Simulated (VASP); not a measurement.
A run of VASP 6.6.1 is set up as follows.

The input INCAR:

```
PREC = Accurate
ENCUT = 520
EDIFF = 1E-6
ISMEAR = 0
SIGMA = 0.05
LREAL = F
LASPH = T
NELM = 200
ALGO = Normal
ISIF = 2
LWAVE = F
LCHARG = F
ISPIN = 2
MAGMOM = 0.5 0.5 0.5 0.5
LORBIT = 11
GGA = PS
NBANDS = 20
GGA_COMPAT = F
```

The input KPOINTS:

```
Automatic mesh
0
Gamma
  1 1 19
```

Contents of POSCAR:

```
AlN
1.0
   10.8000000000      0.0000000000      0.0000000000
    0.0000000000      9.3000000000      0.0000000000
    0.0000000000      0.0000000000      3.5048343767
Al N
2 2
Direct
    0.4190020069      0.5000000000      0.0000000000
    0.5809979931      0.5000000000      0.5000000000
    0.4003377635      0.5000000000      0.5000000000
    0.5996622365      0.5000000000      0.0000000000
```

Potentials or basis: VASP PAW PBE potentials, release 64 (Al, N).

Command:

```console
$ cat potpaw_PBE.64/Al/POTCAR potpaw_PBE.64/N/POTCAR > POTCAR
$ mpirun -np 1 vasp_std > vasp.out
```

Task: Predict the net moment.

Result: 0.00 μB per cell.

Task: Predict the largest force.

Result: 0.023 eV/Å.

Task: Predict the band gap on the k mesh.

Result: 2.77 eV (least direct gap 2.83 eV).

Forces in eV/Å, atoms in the order of the input:
```
Al  -0.009  0.000  0.000
Al   0.009  0.000  0.000
N   -0.023  0.000  0.000
N    0.023  0.000  0.000
```

Caveat: the PAW data sets were made with another functional, which shifts forces and pressure a little.
